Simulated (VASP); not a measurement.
# Cu in VASP: single point with PBEsol

Aim: the single point of Cu with PBEsol.

All numbers are computed with VASP 6.6.1; they aren't measurements. Logs are shortened: lines on timing, memory, paths and dates and some standing lists are left out, and cuts for length are marked.

## 1. The cell of the first run

The cell holds a sublattice, 2 atoms: a = 4.092 Å, b = 4.092 Å, c = 4.993 Å, α = 90.00°, β = 90.00°, γ = 120.00°.

## 2. Single point, PBEsol, collinear spin, ferromagnetic start

Input file INCAR:

```
PREC = Accurate ; ENCUT = 520
EDIFF = 1E-6 ; ISMEAR = 0
SIGMA = 0.1 ; LREAL = False
LASPH = True ; NELM = 150
ALGO = Normal ; ISIF = 2
LWAVE = False ; LCHARG = False
ISPIN = 2 ; MAGMOM = 1 1
LORBIT = 11 ; LMAXMIX = 4
GGA = PS ; NBANDS = 22
```

Input file KPOINTS:

```
Automatic mesh
0
Gamma
  9 9 8
```

Input file POSCAR:

```
Cu
1.0
    4.0919516368      0.0000000000      0.0000000000
   -2.0459758184      3.5437340685      0.0000000000
    0.0000000000      0.0000000000      4.9927787000
Cu
2
Direct
    0.3333333300      0.6666666700      0.8395121300
    0.6666666700      0.3333333300      0.1604878700
```

Potentials or basis: VASP PAW PBE potentials, release 64 (Cu).

The run is started by

```
$ cat potpaw_PBE.64/Cu/POTCAR > POTCAR
$ mpirun -np 1 vasp_std > vasp.out
```

OUTCAR:

```text
PREC = Accurate
   ENCUT = 520
   EDIFF = 1E-6
   ISMEAR = 0
   LREAL = False
   LASPH = True
   NELM = 150
   ISIF = 2
   ISPIN = 2
   LORBIT = 11
   GGA = PS

 ion  position               nearest neighbor table
   1  0.333  0.667  0.840-
   2  0.667  0.333  0.160-

  LATTYP: Found a hexagonal cell.
 ALAT       =     4.0919516368
 C/A-ratio  =     1.2201460680

  Lattice vectors:

 A1 = (   4.0919516368,   0.0000000000,   0.0000000000)
 A2 = (  -2.0459758184,   3.5437340685,   0.0000000000)
 A3 = (   0.0000000000,   0.0000000000,   4.9927787000)

Analysis of symmetry for initial positions (statically):
=====================================================================
 Subroutine PRICEL returns:
 Original cell was already a primitive cell.

 Routine SETGRP: Setting up the symmetry group for a
 hexagonal supercell.

 Subroutine GETGRP returns: Found 12 space group operations
 (whereof 12 operations were pure point group operations)
 out of a pool of 24 trial point group operations.

The static configuration has the point symmetry D_3d.

Analysis of symmetry for dynamics (positions and initial velocities):
=====================================================================
 Subroutine PRICEL returns:
 Original cell was already a primitive cell.

 Routine SETGRP: Setting up the symmetry group for a
 hexagonal supercell.

 Subroutine GETGRP returns: Found 12 space group operations
 (whereof 12 operations were pure point group operations)
 out of a pool of 24 trial point group operations.

The dynamic configuration has the point symmetry D_3d.

Analysis of structural, dynamic, and magnetic symmetry:
=====================================================================
 Subroutine PRICEL returns:
 Original cell was already a primitive cell.

 Routine SETGRP: Setting up the symmetry group for a
 hexagonal supercell.

 Subroutine GETGRP returns: Found 12 space group operations
 (whereof 12 operations were pure point group operations)
 out of a pool of 24 trial point group operations.

The overall configuration has the point symmetry D_3d.

 Subroutine INISYM returns: Found 12 space group operations
 (whereof 12 operations are pure point group operations),
 and found     1 'primitive' translations

----------------------------------------------------------------------------------------

                                     Primitive cell

  volume of cell :      72.3992

  direct lattice vectors                    reciprocal lattice vectors
     4.091951637  0.000000000  0.000000000     0.244382165  0.141094109  0.000000000
    -2.045975818  3.543734069  0.000000000     0.000000000  0.282188217  0.000000000
     0.000000000  0.000000000  4.992778700     0.000000000  0.000000000  0.200289270

  length of vectors
     4.091951637  4.091951637  4.992778700     0.282188217  0.282188217  0.200289270

  position of ions in fractional coordinates (direct lattice)
     0.333333330  0.666666670  0.839512130
     0.666666670  0.333333330  0.160487870

  ion indices of the primitive-cell ions
   primitive index   ion index
                 1           1
                 2           2

----------------------------------------------------------------------------------------

 KPOINTS: Automatic mesh

Automatic generation of k-mesh.
 Grid dimensions read from file:
 generate k-points for:    9    9    8

 Generating k-lattice:

  Cartesian coordinates                     Fractional coordinates (reciprocal lattice)
     0.027153574  0.015677123  0.000000000     0.111111111  0.000000000  0.000000000
     0.000000000  0.031354246  0.000000000     0.000000000  0.111111111  0.000000000
     0.000000000  0.000000000  0.025036159     0.000000000  0.000000000  0.125000000

  Length of vectors
     0.031354246  0.031354246  0.025036159

  Shift w.r.t. Gamma in fractional coordinates (k-lattice)
     0.000000000  0.000000000  0.000000000

 Subroutine IBZKPT returns following result:
 ===========================================

 Found     81 irreducible k-points:

 Following reciprocal coordinates:
            Coordinates               Weight
  0.000000  0.000000  0.000000      1.000000
  0.111111  0.000000  0.000000      6.000000
  0.222222  0.000000  0.000000      6.000000
  0.333333  0.000000  0.000000      6.000000
  0.444444  0.000000  0.000000      6.000000
  0.111111  0.111111  0.000000      6.000000
[... 16 lines left out ...]
  0.222222  0.111111  0.125000     12.000000
 -0.111111  0.333333  0.125000     12.000000
 [... further k-points ...]
   k-points           NKPTS =     81   k-points in BZ     NKDIM =     81   number of bands    NBANDS=     22
   number of dos      NEDOS =    301   number of ions     NIONS =      2
   total plane-waves  NPLWV =  36000
   dimension x,y,z NGX =    30 NGY =   30 NGZ =   40
   dimension x,y,z NGXF=    60 NGYF=   60 NGZF=   80
   ions per type =               2
   NGX,Y,Z   is equivalent  to a cutoff of  12.19, 12.19, 13.32 a.u.
   NGXF,Y,Z  is equivalent  to a cutoff of  24.38, 24.38, 26.64 a.u.
 SYSTEM =  unknown system
   PREC   = accura    normal or accurate (medium, high low for compatibility)
   ISTART =      0    job   : 0-new  1-cont  2-samecut
   ICHARG =      2    charge: 1-file 2-atom 10-const
   ISPIN  =      2    spin polarized calculation?
   LNONCOLLINEAR =      F non collinear calculations
   LSORBIT =      F    spin-orbit coupling
   LASPH  =      T    aspherical Exc in radial PAW
   ENCUT  =  520.0 eV  38.22 Ry    6.18 a.u.   7.61  7.61  9.28*2*pi/ulx,y,z
   NELM   =    150;   NELMIN=  2; NELMDL= -5     # of ELM steps
   EDIFF  = 0.1E-05   stopping-criterion for ELM
   LREAL  =      F    real-space projection
   EDIFFG = 0.1E-04   stopping-criterion for IOM
   NSW    =      0    number of steps for IOM
   IBRION =     -1    ionic relax: 0-MD 1-quasi-New 2-CG
   NFREE  =      0    steps in history (QN), initial steepest desc. (CG)
   ISIF   =      2    stress and relaxation
   ISYM   =      2    0-nonsym 1-usesym 2-fastsym
   POTIM  = 0.5000    time-step for ionic-motion
   TEBEG  =    0.0;   TEEND  =   0.0 temperature during run
   PSTRESS=    0.0 pullay stress
   NELECT =      22.0000    total number of electrons
   NUPDOWN=      -1.0000    fix difference up-down
   EMIN   =  10.00;   EMAX   =-10.00  energy-range for DOS
   EFERMI =   0.00;   METHOD = LEGACY
   ISMEAR =     0;   SIGMA  =   0.10  broadening in eV -4-tet -1-fermi 0-gaus
   EFERMI_NEDOS =   21; number of points for ismear=-14 and -15
   IALGO  =     38    algorithm
   IMIX   =      4    mixing-type and parameters
     AMIX     =   0.40;   BMIX     =  1.00
     AMIX_MAG =   1.60;   BMIX_MAG =  1.00
  volume/ion in A,a.u.               =      36.20       244.29
  Fermi-wavevector in a.u.,A,eV,Ry     =   1.100621  2.079872 16.481639  1.211366
  Thomas-Fermi vector in A             =   2.237035
   LORBIT       =     11    0 simple, 1 ext, 2 COOP (PROOUT), +10 PAW based schemes
   GGA     = PS    functional components
   LHFCALC =     F    Hartree Fock is set to
   AEXX    =    0.0000 exact exchange contribution
   IVDW    =     0    specifies the selected vdW correction
   LEPSILON=     F    determine dielectric tensor
   LRPA    =     F    only Hartree local field effects (RPA)
 spin polarized calculation
 Gauss-broadening in eV      SIGMA  =   0.10
  energy-cutoff  :      520.00
  volume of cell :       72.40
 maximum number of plane-waves:      2010
   NGX = 15   NGY = 15   NGZ = 19

 number of electron      21.9999996 magnetization       0.0000888

 number of electron      21.9999996 magnetization      -0.0002292

 Free energy of the ion-electron system (eV)
  ---------------------------------------------------
  ext. energy  EPLUGINS =         0.00000000
  ---------------------------------------------------
  free energy    TOTEN  =        -4.16232820 eV

  energy without entropy =       -4.15667208  energy(sigma->0) =       -4.15950014

 E-fermi :  -0.5957     XC(G=0):  -7.3826

 val. band max:       -0.6136296423   @ k =   0.4444   0.1111   0.0000
 cond. band min:      -0.5906755142   @ k =   0.4444   0.1111   0.3750
 fundamental gap:      0.0229541281
 Fermi energy:        -0.5957453438

 spin component 1

 k-point     1 :       0.0000    0.0000    0.0000
  band No.  band energies     occupation
      1      -4.4488      1.00000
      2      -2.2616      1.00000
      3      -2.2557      1.00000
      4      -2.2557      1.00000
      5      -2.0956      1.00000
      6      -2.0956      1.00000
[... 14 lines left out ...]
     21      13.6917      0.00000
     22      13.6918      0.00000
[... 552 lines left out ...]
  band No.  band energies     occupation
      1      -3.4258      1.00000
      2      -2.2436      1.00000
      3      -2.2205      1.00000
      4      -2.2112      1.00000
      5      -2.1463      1.00000
      6      -1.9427      1.00000
[... 14 lines left out ...]
     21      12.1473      0.00000
     22      13.6163      0.00000

 [... further k-points ...]

 spin component 2

 k-point     1 :       0.0000    0.0000    0.0000
  band No.  band energies     occupation
      1      -4.4490      1.00000
      2      -2.2617      1.00000
      3      -2.2558      1.00000
      4      -2.2557      1.00000
      5      -2.0956      1.00000
      6      -2.0956      1.00000
[... 14 lines left out ...]
     21      13.6916      0.00000
     22      13.6916      0.00000
[... 552 lines left out ...]
  band No.  band energies     occupation
      1      -3.4259      1.00000
      2      -2.2437      1.00000
      3      -2.2206      1.00000
      4      -2.2113      1.00000
      5      -2.1463      1.00000
      6      -1.9428      1.00000
[... 14 lines left out ...]
     21      12.1472      0.00000
     22      13.6162      0.00000

 [... further k-points ...]

------------------------ aborting loop because EDIFF is reached ----------------------------------------

  FORCE on cell =-STRESS in cart. coord.  units (eV):
  Direction    XX          YY          ZZ          XY          YZ          ZX
  --------------------------------------------------------------------------------------
  -------------------------------------------------------------------------------------
  Total       -4.0527821     -4.0527821     -3.6124382      0.0000000      0.0000000      0.0000000
  in kB      -89.6870848    -89.6870848    -79.9423799      0.0000000      0.0000000      0.0000000
  external PRESSURE =     -86.4388498 kB  Pullay stress =       0.0000000 kB

 VOLUME and BASIS-vectors are now :
 -----------------------------------------------------------------------------
  energy-cutoff  :      520.00
  volume of cell :       72.40
      direct lattice vectors                 reciprocal lattice vectors
     4.091951637  0.000000000  0.000000000     0.244382165  0.141094109  0.000000000
    -2.045975818  3.543734069  0.000000000     0.000000000  0.282188217  0.000000000
     0.000000000  0.000000000  4.992778700     0.000000000  0.000000000  0.200289270

 POSITION                                       TOTAL-FORCE (eV/Angst)
 -----------------------------------------------------------------------------------
     -0.00000      2.36249      4.19150        -0.000000     -0.000000      1.153529
      2.04598      1.18124      0.80128         0.000000      0.000000     -1.153529
 -----------------------------------------------------------------------------------
    total drift:                                0.000000     -0.000000      0.000000

  FREE ENERGIE OF THE ION-ELECTRON SYSTEM (eV)
  ---------------------------------------------------
  free  energy   TOTEN  =        -4.1623281964 eV

  energy  without entropy=       -4.1566720816  energy(sigma->0) =       -4.15950014

 total charge

# of ion       s       p       d       tot
------------------------------------------
    1        0.347   0.060   9.295   9.701
    2        0.347   0.060   9.295   9.701
--------------------------------------------------
tot          0.693   0.120  18.590  19.403

 magnetization (x)

# of ion       s       p       d       tot
------------------------------------------
    1       -0.000  -0.000   0.000  -0.000
    2       -0.000  -0.000   0.000  -0.000
--------------------------------------------------
tot         -0.000  -0.000   0.000  -0.000
```

Wall time 6.2 min (1 thread of Oxide Virtual Turin-like, shared host); peak memory 0.29 GiB.

Results:

| Item | Value |
| --- | --- |
| Free energy | -4.1623 eV |
| Pressure | -8.6 GPa |
| Largest force | 1.154 eV/Å |
| Band gap on the k mesh | zero (filled and empty bands overlap) |
| Net moment | 0.00 μB per cell |
| Valence electrons inside the program's atomic spheres | Cu 9.70 |

Forces on the atoms (eV/Å):
```
Cu   0.000  0.000  1.154
Cu   0.000  0.000 -1.154
```

Stress tensor (GPa, compression positive):
```
-8.97  0.00  0.00
 0.00 -8.97  0.00
 0.00  0.00 -7.99
```

Caveat: the PAW data sets were made with another functional, which shifts forces and pressure a little.
